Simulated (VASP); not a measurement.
AlSn, 2 atoms in the cell. The structure is hexagonal, space group P-6m2 (No. 187). Conventional cell: a = 4.198 Å, b = 4.198 Å, c = 3.307 Å, α = 90.00°, β = 90.00°, γ = 120.00°. Within 3.9 Å of Sn (site symmetry -6m2) lie 6 Al at 2.93 Å and 2 Sn at 3.31 Å. Within 3.9 Å of Al (site symmetry -6m2) lie 6 Sn at 2.93 Å and 2 Al at 3.31 Å. 

| Quantity | Value |
| --- | --- |
| Program | VASP 6.6.1 |
| Task | single point |
| Functional | PBEsol |
| Potentials or basis | VASP PAW PBE potentials, release 64 (Sn_d, Al) |
| Cutoff | 520 eV |
| k mesh | 7 × 7 × 8 |
| Occupations | fermi-dirac, width 0.05 eV |
| Spin | non-collinear spin, zero start, spin-orbit coupling |
| Starting moments | [[0.0, 0.0, 0.0], [0.0, 0.0, 0.0]] μB |
| Dipole correction | no |
| Further INCAR settings | ALGO = Fast; EDIFF = 1e-06; NBANDS = 29 |

Potentials or basis: VASP PAW PBE potentials, release 64 (Sn_d, Al).

The run is started by

```sh
$ cat potpaw_PBE.64/Sn_d/POTCAR potpaw_PBE.64/Al/POTCAR > POTCAR
$ mpirun -np 1 vasp_ncl > vasp.out
```

Hardware: 1 thread of Intel(R) Xeon(R) 6975P-C (Granite Rapids), with other jobs on the host.

Q: Estimate the wall time of this run.

A: Run time: 80 s on 1 thread of Intel(R) Xeon(R) 6975P-C (Granite Rapids) (shared host), peak memory 0.35 GiB. Counts: scf iterations 12, k points 60.
